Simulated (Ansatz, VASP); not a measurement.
# NaH in VASP and in Ansatz

Contents of INCAR:

```
SYSTEM = NaH
PREC = Accurate
ENCUT = 520
EDIFF = 1E-7
ISMEAR = 0
SIGMA = 0.05
LREAL = .FALSE.
LASPH = .TRUE.
NELM = 100
ALGO = Normal
ISIF = 2
LWAVE = .FALSE.
LCHARG = .TRUE.
GGA = CA
LELF = .TRUE.
LVHAR = .TRUE.
NBANDS = 11
```

The input KPOINTS:

```
regular mesh
0
G
  12 12 12
  0 0 0
```

File POSCAR:

```
NaH
1.0
    2.9551240000      0.0000000000      0.0000000000
    0.0000000000      2.9551240000      0.0000000000
    0.0000000000      0.0000000000      2.9551240000
Na H
1 1
Direct
    0.0000000000      0.0000000000      0.0000000000
    0.5000000000      0.5000000000      0.5000000000
```

Input for Ansatz:

```yaml
crystal:
  lattice:
    - [2.955124, 0.0, 0.0]
    - [0.0, 2.955124, 0.0]
    - [0.0, 0.0, 2.955124]
  atoms:
    - { symbol: Na, position: [0.0, 0.0, 0.0] }
    - { symbol: H, position: [0.5, 0.5, 0.5] }
basis:
  ecutwfc: 420
kpoints:
  mp_grid: { grid: [12, 12, 12] }
hamiltonian:
  xc: lda
scf:
  occupations: { method: gaussian, width: 0.05 }
output:
  forces: true
  stress: true
  eigenvalues: true
```

Alike in both runs: task single point; functional LDA; k mesh 12 × 12 × 12; occupations gaussian, width 0.05 eV; no spin polarisation.

```csv
,VASP,Ansatz
version,VASP 6.6.1,Ansatz 0.2.0
potentials or method,"VASP PAW LDA potentials, release 64 (Na_pv, H), cutoff 520 eV","scalar-relativistic, plane waves, PAW"
valence electrons in the cell,8,10
```

|  | VASP | Ansatz | Ansatz less VASP |
| --- | --- | --- | --- |
| gap on the k mesh at the Fermi level (eV) | 0.58 | 0.58 | +0.002 |
| least direct gap on the mesh (eV) | 4.15 | 4.15 | +0.003 |
| pressure (GPa) | -2.1 | -2.0 | +0.05 |

LDA's correlation is that of Perdew and Zunger in VASP and of Perdew and Wang (1992) in Ansatz. VASP's potentials hold 8 valence electrons a cell and Ansatz's 10, so a difference there can come from the potentials and not from the codes.
